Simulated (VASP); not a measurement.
Write the native input for VASP 6.6.1 that does the following.

| Item | Value |
| --- | --- |
| Task | single point |
| Functional | PBEsol |
| Potentials or basis | VASP PAW PBE potentials, release 64 (W_sv, C) |
| Cutoff | 520 eV |
| k mesh | 13 × 13 × 12 |
| Occupations | fermi-dirac, width 0.05 eV |
| Spin | no spin polarisation |
| Dipole correction | no |
| Further INCAR settings | ALGO = Normal; EDIFF = 1e-07; NBANDS = 16 |

The structure of WC lies in POSCAR:

```
WC
1.0
    2.9875164791      0.0000000000      0.0000000000
   -1.4937582395      2.5872651651      0.0000000000
    0.0000000000      0.0000000000      2.8290000000
W C
1 1
Direct
    0.0000000000      0.0000000000      0.0000000000
    0.6666666667      0.3333333333      0.5000000000
```

This cell differs from its parent crystal: equal xx and yy strain of +3 %.

These files were run (other wordings do the same):

INCAR

```
PREC = Accurate ; ENCUT = 520
EDIFF = 1E-7 ; ISMEAR = -1
SIGMA = 0.05 ; LREAL = F
LASPH = T ; NELM = 80
ALGO = Normal ; ISIF = 2
LWAVE = F ; LCHARG = F
GGA = PS ; NBANDS = 16
```

KPOINTS

```
regular mesh
0
Gamma
  13 13 12
```

Potentials or basis: VASP PAW PBE potentials, release 64 (W_sv, C).

Command:

```bash
$ cat potpaw_PBE.64/W_sv/POTCAR potpaw_PBE.64/C/POTCAR > POTCAR
$ mpirun -np 1 vasp_std > vasp.out
```

Results of the run:

The pressure is -19.7 GPa. The band gap on the k mesh is zero (band 9 reaches 10.82 eV, above the bottom of band 10 at 9.69 eV).

Caveat: the cell differs from its parent crystal (equal xx and yy strain of +3 %); the PAW data sets were made with another functional, which shifts forces and pressure a little; spin-orbit coupling is left out, which moves the levels of the heavy elements.

It took 14 s on 1 thread of Intel(R) Xeon(R) 6975P-C (Granite Rapids) (shared host), peak memory 0.17 GiB.
